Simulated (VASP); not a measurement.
Here is a VASP 6.6.1 calculation.

The input INCAR:

```
SYSTEM = Mn3Si
PREC = Accurate ; ENCUT = 520
EDIFF = 1E-6 ; ISMEAR = -1
SIGMA = 0.1 ; LREAL = .False.
LASPH = .True. ; NELM = 150
ALGO = Normal ; ISIF = 2
LWAVE = .False. ; LCHARG = .True.
ISPIN = 2 ; MAGMOM = 2.8 2.8 2.8 0
LORBIT = 11 ; LMAXMIX = 4
GGA = PS ; LELF = .True.
LVHAR = .True. ; NBANDS = 34
```

Contents of KPOINTS:

```
regular mesh
0
Gamma
  10 10 5
  0 0 0
```

File POSCAR:

```
Mn3Si
1.0
    2.7912010000      0.0000000000      0.0000000000
    0.0000000000      2.7912010000      0.0000000000
    0.0000000000      0.0000000000      5.6843340000
Mn Si
3 1
Direct
    0.0000000000      0.0000000000      0.7465510000
    0.0000000000      0.0000000000      0.2534490000
    0.5000000000      0.5000000000      0.0000000000
    0.5000000000      0.5000000000      0.5000000000
```

Potentials or basis: VASP PAW PBE potentials, release 64 (Mn_pv, Si).

The run is started by

```console
$ cat potpaw_PBE.64/Mn_pv/POTCAR potpaw_PBE.64/Si/POTCAR > POTCAR
$ mpirun -np 1 vasp_std > vasp.out
```

Task: Estimate the largest force.

Result: 0.084 eV/Å.

Task: Predict the net moment.

Result: 1.10 μB per cell.

Task: Estimate the site moments.

Result: Mn -0.34, +1.73 (each value once); Si +0.03 μB.

Task: Predict the pressure.

Result: -10.2 GPa.

Forces on the atoms (eV/Å):
```
Mn   0.000  0.000  0.084
Mn   0.000  0.000 -0.084
Mn   0.000  0.000  0.000
Si   0.000  0.000  0.000
```

Caveat: the cell stands under tension; the PAW data sets were made with another functional, which shifts forces and pressure a little.
